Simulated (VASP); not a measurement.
Ir:

```
Ir
1.0
     0.00000    1.91560    1.91560
     1.91560    0.00000    1.91560
     1.91560    1.91560    0.00000
Ir
1
Direct
  0.00000 0.00000 0.00000
```

| Item | Value |
| --- | --- |
| Program | VASP 6.6.1 |
| Task | relaxation of cell and atoms |
| Functional | BLYP |
| Potentials or basis | VASP PAW PBE potentials, release 64 (Ir_sv_GW) |
| Cutoff | 500 eV |
| k mesh | 12 × 12 × 12 |
| Occupations | fermi-dirac, width 0.05 eV |
| Spin | no spin polarisation |

At the start: pressure 27.5 GPa; volume 14.06 Å³/atom.

Task: How do energy, volume and symmetry change on relaxing?

Result: Over 5 steps the energy falls by 86.3 meV/atom and the volume is 15.14 Å³/atom (+7.7 %); space group Fm-3m (No. 225, to 0.05 Å).

The path:
```tsv
step	energy change (eV)	largest force (eV/Å)	pressure (GPa)	volume (Å³)
1	0.0000	0.0000	27.51	14.06
2	0.6060	0.0000	-37.68	19.56
3	-0.0851	0.0000	-2.77	15.29
4	-0.0863	0.0000	-0.34	15.16
5	-0.0863	0.0000	0.10	15.14
```

Final structure:
```xyz
1
Lattice="0.0000 1.9635 1.9635 1.9635 0.0000 1.9635 1.9635 1.9635 0.0000" Properties=species:S:1:pos:R:3 pbc="T T T"
Ir    0.0000    0.0000    0.0000
```

Caveat: the PAW data sets were made with another functional, which shifts forces and pressure a little.
